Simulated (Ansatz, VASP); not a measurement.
**TaN: VASP beside Ansatz**

The input INCAR:

```
  PREC = Accurate
  ENCUT = 520
  EDIFF = 1E-6
  ISMEAR = -1
  SIGMA = 0.05
  LREAL = False
  LASPH = True
  NELM = 60
  ALGO = Normal
  ISIF = 2
  LWAVE = False
  LCHARG = False
  GGA = CA
  NBANDS = 15
```

The input KPOINTS:

```
Automatic mesh
0
Gamma
  10 10 10
```

POSCAR

```
TaN
1.0
    0.0000000000      2.2259679500      2.2259679500
    2.2259679500      0.0000000000      2.2259679500
    2.2259679500      2.2259679500      0.0000000000
Ta N
1 1
Direct
    0.5000000000      0.5000000000      0.5000000000
    0.0000000000      0.0000000000      0.0000000000
```

Contents of input.yaml:

```yaml
crystal:
  lattice:
    - [0.0, 2.22596795, 2.22596795]
    - [2.22596795, 0.0, 2.22596795]
    - [2.22596795, 2.22596795, 0.0]
  atoms:
    - { symbol: Ta, position: [0.5, 0.5, 0.5] }
    - { symbol: "N", position: [0.0, 0.0, 0.0] }
kpoints:
  mp_grid: { grid: [10, 10, 10] }
scf:
  occupations: { method: fermi_dirac, width: 0.05 }
hamiltonian:
  xc: lda
  pseudopotentials: { kind: all_electron, lapw: { basis_error: 0.001 } }
output:
  forces: true
  stress: true
  eigenvalues: true
```

Change from the starting cell: volume scaled by 1.02.

Alike in both runs: task single point; functional LDA; k mesh 10 × 10 × 10; occupations fermi-dirac, width 0.05 eV; no spin polarisation.

```csv
,VASP,Ansatz
version,VASP 6.6.1,Ansatz 0.2.0
potentials or method,"VASP PAW LDA potentials, release 64 (Ta_pv, N), cutoff 520 eV","all-electron LAPW, scalar-relativistic"
```

Ansatz gave:

* gap on the k mesh at the Fermi level (eV): none
* pressure (GPa): -22.7

Question: Which values does VASP return?

Answer: gap on the k mesh at the Fermi level (eV): none; pressure (GPa): -21.3.

LDA's correlation is that of Perdew and Zunger in VASP and of Perdew and Wang (1992) in Ansatz. A gap of «none» marks a metal or a gap that the smearing closes. Ansatz ran all-electron here, and VASP with PAW potentials.

Spin-orbit coupling is off throughout.
